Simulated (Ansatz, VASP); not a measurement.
# One calculation of HC8, two programs

```xyz
9
Lattice="4.9313 0.0000 0.0000 -2.4657 4.2706 0.0000 0.0000 0.0000 17.0000" Properties=species:S:1:pos:R:3 pbc="T T T"
C     1.2328    0.7118    4.0000
C     0.0000    2.8471    4.0000
C     3.6985    0.7118    4.0000
C     2.4657    2.8471    4.0000
C     0.0000    1.4235    4.0000
C    -1.2328    3.5589    4.0000
C     2.4657    1.4235    4.0000
C     1.2328    3.5589    4.0000
H     2.4657    0.7118    6.1300
```

Alike in both runs: task single point; functional PBE; dispersion D3(BJ); k mesh 6 × 6 × 1; occupations gaussian, width 0.1 eV; collinear spin.

|  | VASP | Ansatz |
| --- | --- | --- |
| version | VASP 6.6.1 | Ansatz 0.2.0 |
| potentials or method | VASP PAW PBE potentials, release 64 (C, H), cutoff 520 eV | scalar-relativistic, plane waves, PAW |
| valence electrons in the cell | 33 | 33 |

VASP gave:

```
gap on the k mesh at the Fermi level (eV)                     : 0.07
least direct gap on the mesh (eV)                             : 0.07
rms of the force components (eV/Å)                            : 0.093
net moment per atom (μB)                                      : 0.11
size of the moment on the site where the two differ most (μB) : 0.37
```

Q: Which values does Ansatz return?

A: gap on the k mesh at the Fermi level (eV): 0.07; least direct gap on the mesh (eV): 0.07; rms of the force components (eV/Å): 0.093; net moment per atom (μB): 0.11; size of the moment on the site where the two differ most (μB): 0.70.

Site moments also hang on the region over which each program counts them. Atom by atom the forces differ by 0.000 eV/Å (rms over components). Ansatz's warnings: stability check not made, xc potential rough in thin density.
